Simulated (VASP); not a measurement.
# Pt16CO in VASP: single point with LDA

Aim: the single point of Pt16CO with LDA.

Program: VASP 6.6.1. These are calculated values, not measurements. Logs are shortened: lines on timing, memory, paths and dates and some standing lists are left out, and cuts for length are marked.

**1. The cell of the first run**

The cell holds a slab with vacuum, 18 atoms: a = 5.549 Å, b = 5.549 Å, c = 24.797 Å, α = 90.00°, β = 90.00°, γ = 60.00°.

**2. Single point, LDA**

Input file INCAR:

```
PREC = Accurate
ENCUT = 520
EDIFF = 1E-6
ISMEAR = 0
SIGMA = 0.1
LREAL = Auto
LASPH = T
NELM = 100
ALGO = Normal
ISIF = 2
LWAVE = F
LCHARG = F
LDIPOL = T
IDIPOL = 3
DIPOL = 0.5 0.5 0.528
NBANDS = 100
```

Input file KPOINTS:

```
Automatic mesh
0
Gamma
  6 6 1
```

Input file POSCAR:

```
Pt16CO
1.0
    5.5493740188      0.0000000000      0.0000000000
    2.7746870094      4.8058988753      0.0000000000
    0.0000000000      0.0000000000     24.7965673689
Pt C O
16 1 1
Direct
    0.0000000000      0.0000000000      0.3629534631
    0.5000000000      0.0000000000      0.3629534631
    0.0000000000      0.5000000000      0.3629534631
    0.5000000000      0.5000000000      0.3629534631
    0.1666666667      0.1666666667      0.4543178210
    0.6666666667      0.1666666667      0.4543178210
    0.1666666667      0.6666666667      0.4543178210
    0.6666666667      0.6666666667      0.4543178210
   -0.1669073004      0.3354070073      0.5471993897
    0.3315002931      0.3354070073      0.5471993897
   -0.1715982204      0.8431964409      0.5497932859
    0.3313687096      0.8372625807      0.5473147680
   -0.0021921260      0.0036780703      0.6476472963
    0.4985140557      0.0036780703      0.6476472963
   -0.0060658325      0.5121316650      0.6401718233
    0.5005711471      0.4988577057      0.6396861326
    0.2373205355      0.0253589289      0.7066029340
    0.2329245702      0.0341508596      0.7539037075
```

Potentials or basis: VASP PAW LDA potentials, release 64 (Pt, C, O).

Command:

```console
> cat potpaw_LDA.64/Pt/POTCAR potpaw_LDA.64/C/POTCAR potpaw_LDA.64/O/POTCAR > POTCAR
> mpirun -np 1 vasp_std > vasp.out
```

OUTCAR:

```text
PREC = Accurate
   ENCUT = 520
   EDIFF = 1E-6
   ISMEAR = 0
   LREAL = Auto
   LASPH = T
   NELM = 100
   ISIF = 2

 ion  position               nearest neighbor table
   1  0.000  0.000  0.363-   7 2.77   6 2.77   5 2.77   3 2.77   3 2.77   4 2.77   4 2.77   2 2.77
                             2 2.77
   2  0.500  0.000  0.363-   8 2.77   5 2.77   6 2.77   4 2.77   3 2.77   4 2.77   3 2.77   1 2.77
                             1 2.77
   3  0.000  0.500  0.363-   5 2.77   8 2.77   7 2.77   1 2.77   1 2.77   2 2.77   2 2.77   4 2.77
                             4 2.77
   4  0.500  0.500  0.363-   6 2.77   7 2.77   8 2.77   2 2.77   1 2.77   2 2.77   1 2.77   3 2.77
                             3 2.77
   5  0.167  0.167  0.454-   3 2.77   2 2.77   1 2.77   7 2.77   7 2.77   8 2.77   8 2.77   6 2.77
                             6 2.77  12 2.80  10 2.81   9 2.81
   6  0.667  0.167  0.454-   4 2.77   1 2.77   2 2.77   8 2.77   7 2.77   8 2.77   7 2.77   5 2.77
                             5 2.77   9 2.81  10 2.81  11 2.83
   7  0.167  0.667  0.454-   1 2.77   4 2.77   3 2.77   5 2.77   5 2.77   6 2.77   6 2.77   8 2.77
                             8 2.77  10 2.80  12 2.81  11 2.87
   8  0.667  0.667  0.454-   2 2.77   3 2.77   4 2.77   6 2.77   5 2.77   6 2.77   5 2.77   7 2.77
                             7 2.77   9 2.80  12 2.81  11 2.87
   9  0.833  0.335  0.547-  11 2.75  12 2.76  10 2.77  10 2.78  12 2.78  16 2.80   8 2.80  11 2.81
                             5 2.81   6 2.81  15 2.82  13 2.96
  10  0.332  0.335  0.547-  11 2.75  12 2.76   9 2.77   9 2.78  12 2.78  16 2.80   7 2.80  11 2.81
                             5 2.81   6 2.81  15 2.82  14 2.96
  11  0.828  0.843  0.550-   9 2.75  10 2.75  15 2.75  12 2.78  12 2.78  10 2.81   9 2.81   6 2.83
                             8 2.87   7 2.87  13 2.90  14 2.90
  12  0.331  0.837  0.547-   9 2.76  10 2.76  11 2.78  11 2.78  10 2.78   9 2.78   5 2.80  16 2.81
                             7 2.81   8 2.81  13 2.96  14 2.96
  13  0.998  0.004  0.648-  17 2.02  15 2.74  16 2.76  14 2.77  14 2.78  16 2.80  15 2.82  11 2.90
                             9 2.96  12 2.96
  14  0.499  0.004  0.648-  17 2.02  15 2.74  16 2.76  13 2.77  13 2.78  16 2.80  15 2.82  11 2.90
                            10 2.96  12 2.96
  15  0.994  0.512  0.640-  13 2.74  14 2.74  11 2.75  16 2.78  16 2.78  14 2.82  13 2.82  10 2.82
                             9 2.82
  16  0.501  0.499  0.640-  14 2.76  13 2.76  15 2.78  15 2.78  10 2.80   9 2.80  13 2.80  14 2.80
                            12 2.81
  17  0.237  0.025  0.707-  18 1.17  13 2.02  14 2.02
  18  0.233  0.034  0.754-  17 1.17

  LATTYP: Found a hexagonal cell.
 ALAT       =     5.5493740187
 C/A-ratio  =     4.4683539594

  Lattice vectors:

 A1 = (  -2.7746870094,  -4.8058988753,   0.0000000000)
 A2 = (   5.5493740188,   0.0000000000,   0.0000000000)
 A3 = (   0.0000000000,   0.0000000000,  24.7965673689)

Analysis of symmetry for initial positions (statically):
=====================================================================
 Subroutine PRICEL returns:
 Original cell was already a primitive cell.

 Routine SETGRP: Setting up the symmetry group for a
 hexagonal supercell.

 Subroutine GETGRP returns: Found  2 space group operations
 (whereof  1 operations were pure point group operations)
 out of a pool of 24 trial point group operations.

The static configuration has the point symmetry C_1 .
 The point group associated with its full space group is C_1h.

Analysis of symmetry for dynamics (positions and initial velocities):
=====================================================================
 Subroutine PRICEL returns:
 Original cell was already a primitive cell.

 Routine SETGRP: Setting up the symmetry group for a
 hexagonal supercell.

 Subroutine GETGRP returns: Found  2 space group operations
 (whereof  1 operations were pure point group operations)
 out of a pool of 24 trial point group operations.

The dynamic configuration has the point symmetry C_1 .
 The point group associated with its full space group is C_1h.

 Subroutine INISYM returns: Found  2 space group operations
 (whereof  1 operations are pure point group operations),
 and found     1 'primitive' translations

----------------------------------------------------------------------------------------

                                     Primitive cell

  volume of cell :     661.3178

  direct lattice vectors                    reciprocal lattice vectors
     5.549374019  0.000000000  0.000000000     0.180200505 -0.104038810  0.000000000
[... 70 lines left out ...]

 Found     13 irreducible k-points:

 Following reciprocal coordinates:
            Coordinates               Weight
  0.000000  0.000000  0.000000      1.000000
  0.166667 -0.000000  0.000000      4.000000
  0.000000  0.166667  0.000000      2.000000
  0.333333 -0.000000  0.000000      4.000000
  0.000000  0.333333  0.000000      2.000000
  0.500000 -0.000000  0.000000      2.000000
  0.000000  0.500000  0.000000      1.000000
  0.333333  0.166667  0.000000      2.000000
  0.166667  0.333333  0.000000      4.000000
  0.500000  0.166667  0.000000      4.000000
  0.333333  0.500000  0.000000      4.000000
 -0.166667  0.333333  0.000000      4.000000
 -0.333333  0.333333  0.000000      2.000000
   k-points           NKPTS =     13   k-points in BZ     NKDIM =     13   number of bands    NBANDS=    100
   number of dos      NEDOS =    301   number of ions     NIONS =     18
   total plane-waves  NPLWV = 338688
   dimension x,y,z NGX =    42 NGY =   42 NGZ =  192
   dimension x,y,z NGXF=    84 NGYF=   84 NGZF=  384
   ions per type =              16   1   1
   NGX,Y,Z   is equivalent  to a cutoff of  12.58, 12.58, 12.87 a.u.
   NGXF,Y,Z  is equivalent  to a cutoff of  25.16, 25.16, 25.74 a.u.
 SYSTEM =  unknown system
   PREC   = accura    normal or accurate (medium, high low for compatibility)
   ISTART =      0    job   : 0-new  1-cont  2-samecut
   ICHARG =      2    charge: 1-file 2-atom 10-const
   ISPIN  =      1    spin polarized calculation?
   LNONCOLLINEAR =      F non collinear calculations
   LSORBIT =      F    spin-orbit coupling
   LASPH  =      T    aspherical Exc in radial PAW
   ENCUT  =  520.0 eV  38.22 Ry    6.18 a.u.  10.32 10.32 46.11*2*pi/ulx,y,z
   NELM   =    100;   NELMIN=  2; NELMDL= -5     # of ELM steps
   EDIFF  = 0.1E-05   stopping-criterion for ELM
   LREAL  =      T    real-space projection
   EDIFFG = 0.1E-04   stopping-criterion for IOM
   NSW    =      0    number of steps for IOM
   IBRION =     -1    ionic relax: 0-MD 1-quasi-New 2-CG
   NFREE  =      0    steps in history (QN), initial steepest desc. (CG)
   ISIF   =      2    stress and relaxation
   ISYM   =      2    0-nonsym 1-usesym 2-fastsym
   POTIM  = 0.5000    time-step for ionic-motion
   TEBEG  =    0.0;   TEEND  =   0.0 temperature during run
   PSTRESS=    0.0 pullay stress
   NELECT =     170.0000    total number of electrons
   NUPDOWN=      -1.0000    fix difference up-down
   EMIN   =  10.00;   EMAX   =-10.00  energy-range for DOS
   EFERMI =   0.00;   METHOD = LEGACY
   ISMEAR =     0;   SIGMA  =   0.10  broadening in eV -4-tet -1-fermi 0-gaus
   EFERMI_NEDOS =   21; number of points for ismear=-14 and -15
   IALGO  =     38    algorithm
   IMIX   =      4    mixing-type and parameters
     AMIX     =   0.40;   BMIX     =  1.00
     AMIX_MAG =   1.60;   BMIX_MAG =  1.00
  volume/ion in A,a.u.               =      36.74       247.93
  Fermi-wavevector in a.u.,A,eV,Ry     =   1.040929  1.967070 14.742362  1.083533
  Thomas-Fermi vector in A             =   2.175527
   LORBIT       =      0    0 simple, 1 ext, 2 COOP (PROOUT), +10 PAW based schemes
   GGA     = CA    functional components
   LHFCALC =     F    Hartree Fock is set to
   AEXX    =    0.0000 exact exchange contribution
   IVDW    =     0    specifies the selected vdW correction
   LEPSILON=     F    determine dielectric tensor
   LRPA    =     F    only Hartree local field effects (RPA)
 non-spin polarized calculation
 Gauss-broadening in eV      SIGMA  =   0.10
  energy-cutoff  :      520.00
  volume of cell :      661.32
 maximum number of plane-waves:     17895
 NGX is ok and might be reduce to    42
   NGX = 21   NGY = 21   NGZ = 93

 dipolmoment           0.000000      0.000000     -0.233977 electrons x Angstroem

 number of electron     170.0000008 magnetization

 dipolmoment           0.000000      0.000000      0.098736 electrons x Angstroem

 Free energy of the ion-electron system (eV)
  ---------------------------------------------------
  ext. energy  EPLUGINS =         0.00000000
  ---------------------------------------------------
  free energy    TOTEN  =      -131.26902207 eV

  energy without entropy =     -131.12527205  energy(sigma->0) =     -131.19714706

 E-fermi :   0.2365     XC(G=0):  -6.1235

 val. band max:        0.2229511223   @ k =   0.1667  -0.0000   0.0000
 cond. band min:       0.2382226156   @ k =   0.3333  -0.0000   0.0000
 fundamental gap:      0.0152714933
 Fermi energy:         0.2365298159

 k-point     1 :       0.0000    0.0000    0.0000
  band No.  band energies     occupation
      1     -22.1317      2.00000
      2     -10.2341      2.00000
      3      -9.1158      2.00000
      4      -7.8075      2.00000
      5      -6.8614      2.00000
      6      -6.7850      2.00000
[... 1289 lines left out ...]
     96       2.8871      0.00000
     97       4.0519      0.00000
 [bands above 97 left out]

------------------------ aborting loop because EDIFF is reached ----------------------------------------

 vacuum level on the upper side and lower side of the slab       (xc-potential included)         0.225        -0.443

  FORCE on cell =-STRESS in cart. coord.  units (eV):
  Direction    XX          YY          ZZ          XY          YZ          ZX
  --------------------------------------------------------------------------------------
  -------------------------------------------------------------------------------------
  Total      -31.7158407    -29.5416174    -14.5357342      0.0000000      0.0750161      0.0000000
  in kB      -76.8381006    -71.5706005    -35.2157843      0.0000000      0.1817418      0.0000000
  external PRESSURE =     -61.2081618 kB  Pullay stress =       0.0000000 kB

 VOLUME and BASIS-vectors are now :
 -----------------------------------------------------------------------------
  energy-cutoff  :      520.00
  volume of cell :      661.32
      direct lattice vectors                 reciprocal lattice vectors
     5.549374019  0.000000000  0.000000000     0.180200505 -0.104038810  0.000000000
     2.774687009  4.805898875  0.000000000     0.000000000  0.208077620  0.000000000
     0.000000000  0.000000000 24.796567369     0.000000000  0.000000000  0.040328163

 POSITION                                       TOTAL-FORCE (eV/Angst)
 -----------------------------------------------------------------------------------
      0.00000      0.00000      9.00000        -0.000028      0.023151      0.212772
      2.77469      0.00000      9.00000         0.000028      0.023151      0.212772
      1.38734      2.40295      9.00000         0.000000     -0.017290      0.267142
      4.16203      2.40295      9.00000         0.000000     -0.064959      0.101250
      1.38734      0.80098     11.26552         0.000000      0.017069      0.454698
      4.16203      0.80098     11.26552         0.000000     -0.062129      0.579368
[... 10 lines left out ...]
      1.38734      0.12187     17.52133        -0.000000     -0.006719     -0.405130
      1.38734      0.16413     18.69422         0.000000     -0.010439     -0.305063
 -----------------------------------------------------------------------------------
    total drift:                               -0.000001      0.004765      0.003300

  FREE ENERGIE OF THE ION-ELECTRON SYSTEM (eV)
  ---------------------------------------------------
  free  energy   TOTEN  =      -131.2690220681 eV

  energy  without entropy=     -131.1252720522  energy(sigma->0) =     -131.19714706

 vacuum level on the upper side and lower side of the slab         6.855         6.181
```

It took 33 min on 1 thread of AMD EPYC 9R45 (Zen 5), shared host; peak memory 0.8 GiB.

What came out:

```
Free energy            : -131.2690 eV
Largest force          : 0.583 eV/Å
Band gap on the k mesh : zero (bands 85 and 86 overlap by 0.76 eV)
```

Forces in eV/Å, atoms in the order of the input:
```
Pt   0.000  0.023  0.213
Pt   0.000  0.023  0.213
Pt   0.000 -0.017  0.267
Pt   0.000 -0.065  0.101
Pt   0.000  0.017  0.455
Pt   0.000 -0.062  0.579
Pt  -0.010  0.036  0.316
Pt   0.010  0.036  0.316
Pt  -0.007  0.006 -0.028
Pt   0.007  0.006 -0.028
Pt   0.000  0.007 -0.006
Pt   0.000 -0.015 -0.073
Pt   0.127  0.004 -0.291
Pt  -0.127  0.004 -0.291
Pt   0.000  0.019 -0.520
Pt   0.000 -0.006 -0.512
C    0.000 -0.007 -0.405
O    0.000 -0.010 -0.305
```

Levels at points of the mesh, in eV from the Fermi level:
```tsv
k point	band 81	band 82	band 83	band 84	band 85	band 86	band 87	band 88	band 89	band 90
(0.00, 0.00, 0.00)	0.25	0.30	0.30	0.36	0.41	0.41	0.58	0.59	0.59	0.67
(0.50, 0.00, 0.00)	-0.53	-0.48	-0.15	-0.05	-0.02	0.03	0.04	0.07	0.28	0.30
(0.00, 0.50, 0.00)	-0.47	-0.43	-0.21	-0.06	-0.03	0.01	0.06	0.23	0.28	0.32
```

Caveat: spin-orbit coupling is left out, which moves the levels of the heavy elements.
